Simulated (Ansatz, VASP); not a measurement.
Two plane-wave programs on SnSe

The input POSCAR:

```
SnSe
1.0
    0.0000000000      3.4665858174      3.3639842963
    3.4665858174      0.0000000000      3.3639842963
    3.4665858174      3.4665858174      0.0000000000
Sn Se
1 1
Direct
    0.0000000000      0.0000000000      0.0000000000
    0.2500000000      0.2500000000      0.2500000000
```

File INCAR.step1:

```
SYSTEM = SnSe
ALGO = Normal
EDIFF = 1E-4
ENCUT = 520
GGA = PE
ISMEAR = 0
LASPH = .TRUE.
LCHARG = .FALSE.
LREAL = .FALSE.
LWAVE = .TRUE.
NBANDS = 17
NELM = 60
PREC = Accurate
SIGMA = 0.01
```

Contents of INCAR.step2:

```
SYSTEM = SnSe
ALGO = Normal
EDIFF = 1E-6
ENCUT = 520
ISIF = 2
ISMEAR = 0
ISTART = 1
LASPH = .TRUE.
LCHARG = .FALSE.
LMIXTAU = .TRUE.
LREAL = .FALSE.
LWAVE = .FALSE.
METAGGA = R2SCAN
NBANDS = 17
NELM = 60
PREC = Accurate
SIGMA = 0.01
```

The input KPOINTS:

```
k-points
0
G
  6 6 6
  0 0 0
```

Input for Ansatz:

```yaml
crystal:
  lattice:
    - [0.0, 3.4665858174, 3.3639842963]
    - [3.4665858174, 0.0, 3.3639842963]
    - [3.4665858174, 3.4665858174, 0.0]
  atoms:
    - { symbol: Sn, position: [0.0, 0.0, 0.0] }
    - { symbol: Se, position: [0.25, 0.25, 0.25] }
kpoints:
  mp_grid: { grid: [6, 6, 6] }
  band_path:
    path:
      - [0.0, 0.0, 0.0]
      - [-0.5, -0.5, 0.0]
      - [-0.375, -0.375, 0.25]
      - [-0.375, 0.0, 0.375]
      - [0.0, 0.0, 0.5]
      - [-0.5, -0.25, 0.25]
    npoints: 1
hamiltonian:
  xc: r2scan
scf:
  occupations: { method: fixed }
  n_extra_bands: 4
output:
  forces: true
  stress: true
  eigenvalues: true
```

Change from the starting cell: biaxial_xy strain +3.0%.

Alike in both runs: task single point; functional r2SCAN; k mesh 6 × 6 × 6; no spin polarisation.

|  | VASP | Ansatz |
| --- | --- | --- |
| version | VASP 6.6.1 | Ansatz 0.2.0 |
| potentials or method | VASP PAW PBE potentials, release 64 (Sn_d, Se) | plane waves, PAW |
| plane-wave cutoff (eV) | 520 | 500 |
| occupations | gaussian, width 0.01 eV | fixed |
| valence electrons in the cell | 20 | 30 |

|  | VASP | Ansatz | Ansatz less VASP |
| --- | --- | --- | --- |
| gap on the k mesh at the Fermi level (eV) | 0.29 | 0.29 | 0.000 |
| pressure (GPa) | -1.8 | -1.8 | +0.01 |
| traceless stress, the component that is largest in VASP (GPa) | 0.06 | 0.06 | 0.000 |

VASP's potentials were made for PBE, not for r2SCAN. VASP's potentials hold 20 valence electrons a cell and Ansatz's 30, so a difference there can come from the potentials and not from the codes.
